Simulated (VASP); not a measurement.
# V2N3 (P-3m1) in VASP: single point with r2SCAN

Aim: the single point of V2N3 with r2SCAN.

Everything below comes from runs of VASP 6.6.1. Logs are shortened: lines on timing, memory, paths and dates and some standing lists are left out, and cuts for length are marked.

**1. The cell of the first run**

Symmetry: P-3m1, No. 164, trigonal system. The conventional cell has a = 2.772 Å, b = 2.772 Å, c = 6.181 Å, α = 90.00°, β = 90.00°, γ = 120.00°. Within 2.6 Å of V (site symmetry 3m) lie 6 N at 1.99 to 2.02 Å. N (site symmetry -3m) has 6 V at 2.02 Å and 8 N at 2.42 to 2.77 Å within 2.8 Å. Within 1.8 Å of N (site symmetry 3m) lie 1 N at 1.33 Å.

**2. Single point, r2SCAN, collinear spin, ferromagnetic start (8.23 Å³/atom)**

File POSCAR:

```
V2N3
1.0
    2.7718841914      0.0000000000      0.0000000000
   -1.3859420957      2.4005221261      0.0000000000
    0.0000000000      0.0000000000      6.1814227324
V N
2 3
Direct
    0.6666666667      0.3333333333      0.2994091588
    0.3333333333      0.6666666667      0.7005908412
    0.0000000000      0.0000000000      0.5000000000
    0.0000000000      0.0000000000      0.1078102970
    0.0000000000      0.0000000000      0.8921897030
```

File INCAR.step1:

```
ALGO = Normal
EDIFF = 1E-4
ENCUT = 520
GGA = PE
ISMEAR = 0
ISPIN = 2
LASPH = True
LCHARG = False
LMAXMIX = 4
LREAL = False
LWAVE = True
MAGMOM = 0.42 0.42 0 0 0
NBANDS = 32
NELM = 150
PREC = Accurate
SIGMA = 0.1
```

File INCAR.step2:

```
ALGO = Normal
EDIFF = 1E-7
ENCUT = 520
ISIF = 2
ISMEAR = 0
ISPIN = 2
ISTART = 1
LASPH = True
LCHARG = False
LMAXMIX = 4
LMIXTAU = True
LORBIT = 11
LREAL = False
LWAVE = False
MAGMOM = 0.42 0.42 0 0 0
METAGGA = R2SCAN
NBANDS = 32
NELM = 150
PREC = Accurate
SIGMA = 0.1
```

File KPOINTS:

```
k-points
0
Gamma
  12 12 6
```

Potentials or basis: VASP PAW PBE potentials, release 64 (V_sv, N).

On the command line:

```bash
$ cat potpaw_PBE.64/V_sv/POTCAR potpaw_PBE.64/N/POTCAR > POTCAR
$ cp INCAR.step1 INCAR
$ mpirun -np 1 vasp_std > vasp.out
$ cp INCAR.step2 INCAR
$ mpirun -np 1 vasp_std > vasp.out
```

OUTCAR:

```text
EDIFF = 1E-7
   ENCUT = 520
   ISIF = 2
   ISMEAR = 0
   ISPIN = 2
   ISTART = 1
   LASPH = True
   LORBIT = 11
   LREAL = False
   METAGGA = R2SCAN
   NELM = 150
   PREC = Accurate

 ion  position               nearest neighbor table
   1  0.667  0.333  0.299-   4 1.99   4 1.99   4 1.99   3 2.02   3 2.02   3 2.02
   2  0.333  0.667  0.701-   5 1.99   5 1.99   5 1.99   3 2.02   3 2.02   3 2.02
   3  0.000  0.000  0.500-   1 2.02   2 2.02   2 2.02   1 2.02   1 2.02   2 2.02
   4  0.000  0.000  0.108-   5 1.33   1 1.99   1 1.99   1 1.99
   5  0.000  0.000  0.892-   4 1.33   2 1.99   2 1.99   2 1.99

  LATTYP: Found a hexagonal cell.
 ALAT       =     2.7718841914
 C/A-ratio  =     2.2300436474

  Lattice vectors:

 A1 = (   2.7718841914,   0.0000000000,   0.0000000000)
 A2 = (  -1.3859420957,   2.4005221261,   0.0000000000)
 A3 = (   0.0000000000,   0.0000000000,   6.1814227324)

Analysis of symmetry for initial positions (statically):
=====================================================================
 Subroutine PRICEL returns:
 Original cell was already a primitive cell.

 Routine SETGRP: Setting up the symmetry group for a
 hexagonal supercell.

 Subroutine GETGRP returns: Found 12 space group operations
 (whereof 12 operations were pure point group operations)
 out of a pool of 24 trial point group operations.

The static configuration has the point symmetry D_3d.

Analysis of symmetry for dynamics (positions and initial velocities):
=====================================================================
 Subroutine PRICEL returns:
 Original cell was already a primitive cell.

 Routine SETGRP: Setting up the symmetry group for a
 hexagonal supercell.

 Subroutine GETGRP returns: Found 12 space group operations
 (whereof 12 operations were pure point group operations)
 out of a pool of 24 trial point group operations.

The dynamic configuration has the point symmetry D_3d.

Analysis of structural, dynamic, and magnetic symmetry:
=====================================================================
 Subroutine PRICEL returns:
 Original cell was already a primitive cell.

 Routine SETGRP: Setting up the symmetry group for a
 hexagonal supercell.

 Subroutine GETGRP returns: Found 12 space group operations
 (whereof 12 operations were pure point group operations)
 out of a pool of 24 trial point group operations.
[... 129 lines left out ...]
  Fermi-wavevector in a.u.,A,eV,Ry     =   1.635359  3.090380 36.387397  2.674398
  Thomas-Fermi vector in A             =   2.726845
   LORBIT       =     11    0 simple, 1 ext, 2 COOP (PROOUT), +10 PAW based schemes
   METAGGA = R2SCAN    functional components
   LHFCALC =     F    Hartree Fock is set to
   AEXX    =    0.0000 exact exchange contribution
   IVDW    =     0    specifies the selected vdW correction
   LEPSILON=     F    determine dielectric tensor
   LRPA    =     F    only Hartree local field effects (RPA)
 spin polarized calculation
 Gauss-broadening in eV      SIGMA  =   0.10
  energy-cutoff  :      520.00
  volume of cell :       41.13
 maximum number of plane-waves:      1119
 NGX is ok and might be reduce to    24
   NGX = 11   NGY = 11   NGZ = 23

 number of electron      40.9999999 magnetization       0.0004384

 Free energy of the ion-electron system (eV)
  ---------------------------------------------------
  ext. energy  EPLUGINS =         0.00000000
  ---------------------------------------------------
  free energy    TOTEN  =       -60.29558129 eV

  energy without entropy =      -60.28450249  energy(sigma->0) =      -60.29004189

 E-fermi :  10.5294     XC(G=0): -14.4230

 val. band max:       10.5247201226   @ k =   0.3333   0.0000   0.5000
 cond. band min:      10.5381851466   @ k =   0.0833   0.0000   0.3333
 fundamental gap:      0.0134650240
 Fermi energy:        10.5293719325

 spin component 1

 k-point     1 :       0.0000    0.0000    0.0000
  band No.  band energies     occupation
      1     -56.8064      1.00000
      2     -56.7720      1.00000
      3     -29.6488      1.00000
      4     -29.3664      1.00000
      5     -29.3115      1.00000
      6     -29.3114      1.00000
[... 829 lines left out ...]
     31      20.7873      0.00000
     32      22.2468      0.00000

 [... further k-points ...]

 spin component 2

 k-point     1 :       0.0000    0.0000    0.0000
  band No.  band energies     occupation
      1     -56.8061      1.00000
      2     -56.7718      1.00000
      3     -29.6485      1.00000
      4     -29.3661      1.00000
      5     -29.3112      1.00000
      6     -29.3112      1.00000
[... 829 lines left out ...]
     31      20.7875      0.00000
     32      22.2469      0.00000

 [... further k-points ...]
[... 5 lines left out ...]
  --------------------------------------------------------------------------------------
  -------------------------------------------------------------------------------------
  Total        2.4901184      2.4901184      2.9185742      0.0000000     -0.0000000      0.0000000
  in kB       96.9976770     96.9976770    113.6873341      0.0000000     -0.0000000      0.0000000
  external PRESSURE =     102.5608961 kB  Pullay stress =       0.0000000 kB

 VOLUME and BASIS-vectors are now :
 -----------------------------------------------------------------------------
  energy-cutoff  :      520.00
  volume of cell :       41.13
      direct lattice vectors                 reciprocal lattice vectors
     2.771884191  0.000000000  0.000000000     0.360765433  0.208288020  0.000000000
    -1.385942096  2.400522126  0.000000000     0.000000000  0.416576039  0.000000000
     0.000000000  0.000000000  6.181422732     0.000000000  0.000000000  0.161775055

 POSITION                                       TOTAL-FORCE (eV/Angst)
 -----------------------------------------------------------------------------------
      1.38594      0.80017      1.85077        -0.000000     -0.000000      0.378618
     -0.00000      1.60035      4.33065         0.000000      0.000000     -0.378618
      0.00000      0.00000      3.09071         0.000000      0.000000      0.000000
      0.00000      0.00000      0.66642        -0.000000      0.000000     -0.072574
      0.00000      0.00000      5.51500         0.000000      0.000000      0.072574
 -----------------------------------------------------------------------------------
    total drift:                                0.000000      0.000000      0.000000

  FREE ENERGIE OF THE ION-ELECTRON SYSTEM (eV)
  ---------------------------------------------------
  free  energy   TOTEN  =       -60.2955812937 eV

  energy  without entropy=      -60.2845024901  energy(sigma->0) =      -60.29004189

 total charge

# of ion       s       p       d       tot
------------------------------------------
    1        2.267   6.332   3.194  11.793
    2        2.267   6.332   3.194  11.793
    3        1.265   2.583   0.000   3.849
    4        1.260   2.587   0.000   3.847
    5        1.260   2.587   0.000   3.847
--------------------------------------------------
tot          8.319  20.421   6.389  35.129

 magnetization (x)

# of ion       s       p       d       tot
------------------------------------------
    1        0.000   0.000   0.000   0.000
    2        0.000   0.000   0.000   0.000
    3       -0.000  -0.000   0.000  -0.000
    4       -0.000  -0.000   0.000  -0.000
    5       -0.000  -0.000   0.000  -0.000
--------------------------------------------------
tot          0.000  -0.000   0.000   0.000
```

OUTCAR.step1:

```text
EDIFF = 1E-4
   ENCUT = 520
   GGA = PE
   ISMEAR = 0
[... 1935 lines left out ...]
     -0.00000      1.60035      4.33065        -0.000000     -0.000000     -0.584069
      0.00000      0.00000      3.09071         0.000000      0.000000      0.000000
      0.00000      0.00000      0.66642        -0.000000      0.000000     -0.230585
      0.00000      0.00000      5.51500         0.000000     -0.000000      0.230585
 -----------------------------------------------------------------------------------
    total drift:                                0.000000      0.000000      0.000000

  FREE ENERGIE OF THE ION-ELECTRON SYSTEM (eV)
  ---------------------------------------------------
  free  energy   TOTEN  =       -46.7900644412 eV

  energy  without entropy=      -46.7789898930  energy(sigma->0) =      -46.78452717
```

Wall time 20 min (1 thread of Intel Xeon 8259CL, shared host); peak memory 0.33 GiB.

Results:

- Free energy: -60.2956 eV
- Pressure: 10.3 GPa
- Largest force: 0.379 eV/Å
- Net moment: 0.00 μB per cell
- Valence electrons inside the program's atomic spheres: V 11.79; N 3.85

Forces on the atoms (eV/Å):
```
V    0.000  0.000  0.379
V    0.000  0.000 -0.379
N    0.000  0.000  0.000
N    0.000  0.000 -0.073
N    0.000  0.000  0.073
```

Levels at points of the mesh, in eV from the Fermi level:
Spin up:
| k point | band 17 | band 18 | band 19 | band 20 | band 21 | band 22 | band 23 | band 24 |
| --- | --- | --- | --- | --- | --- | --- | --- | --- |
| (0.00, 0.00, 0.00) | -3.81 | -2.24 | -2.24 | -0.50 | 0.56 | 0.56 | 1.04 | 2.30 |
| (0.50, 0.00, 0.00) | -4.03 | -3.58 | -1.55 | -1.20 | 0.20 | 2.00 | 2.22 | 2.58 |
| (0.00, 0.00, 0.50) | -3.52 | -1.51 | -1.39 | -1.39 | 0.34 | 0.34 | 1.09 | 1.60 |
| (0.50, 0.00, 0.50) | -4.89 | -2.29 | -1.99 | -0.79 | 0.32 | 1.94 | 2.39 | 2.63 |
Spin down:
| k point | band 16 | band 17 | band 18 | band 19 | band 20 | band 21 | band 22 | band 23 | band 24 | band 25 |
| --- | --- | --- | --- | --- | --- | --- | --- | --- | --- | --- |
| (0.00, 0.00, 0.00) | -3.81 | -3.81 | -2.24 | -2.24 | -0.50 | 0.56 | 0.56 | 1.04 | 2.30 | 2.30 |
| (0.50, 0.00, 0.00) | -5.36 | -4.03 | -3.58 | -1.55 | -1.20 | 0.20 | 2.00 | 2.22 | 2.58 | 2.63 |
| (0.00, 0.00, 0.50) | -4.38 | -3.52 | -1.51 | -1.39 | -1.39 | 0.34 | 0.34 | 1.09 | 1.60 | 1.60 |
| (0.50, 0.00, 0.50) | -5.23 | -4.89 | -2.29 | -1.99 | -0.79 | 0.32 | 1.94 | 2.39 | 2.63 | 2.79 |

Caveat: the cell stands under pressure; the PAW data sets were made with another functional, which shifts forces and pressure a little. With open d or f shells a metallic result of r2SCAN can be an artefact of self-interaction; +U or a hybrid may open a gap.
